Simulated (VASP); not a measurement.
A run of VASP 6.6.1:

POSCAR

```
Ir
1.0
    2.6152446879      0.0000000000      0.0000000000
   -1.3076223439      2.2648683368      0.0000000000
    0.0000000000      0.0000000000      4.2429408232
Ir
2
Direct
    0.3333333333      0.6666666667      0.2500000000
    0.6666666667      0.3333333333      0.7500000000
```

File INCAR.step1:

```
ALGO = Normal
EDIFF = 1E-4
ENCUT = 520
GGA = PE
ISMEAR = -1
LASPH = T
LCHARG = F
LREAL = F
LWAVE = T
NBANDS = 16
NELM = 80
PREC = Accurate
SIGMA = 0.1
```

File INCAR.step2:

```
ALGO = Normal
EDIFF = 1E-7
ENCUT = 520
ISIF = 2
ISMEAR = -1
ISTART = 1
LASPH = T
LCHARG = F
LMIXTAU = T
LREAL = F
LWAVE = F
METAGGA = R2SCAN
NBANDS = 16
NELM = 80
PREC = Accurate
SIGMA = 0.1
```

Contents of KPOINTS:

```
k-points
0
Gamma
  15 15 8
```

Potentials or basis: VASP PAW PBE potentials, release 64 (Ir).

Run with:

```sh
$ cat potpaw_PBE.64/Ir/POTCAR > POTCAR
$ cp INCAR.step1 INCAR
$ mpirun -np 1 vasp_std > vasp.out
$ cp INCAR.step2 INCAR
$ mpirun -np 1 vasp_std > vasp.out
```

Hardware: 1 thread of Intel(R) Xeon(R) Platinum 8488C (Sapphire Rapids), on a shared host.

Question: Estimate the wall time of this run.

Answer: Wall time 2.4 min on 1 thread of Intel(R) Xeon(R) Platinum 8488C (Sapphire Rapids), with other jobs on the host, peak memory 0.17 GiB. Counts: k points 135.
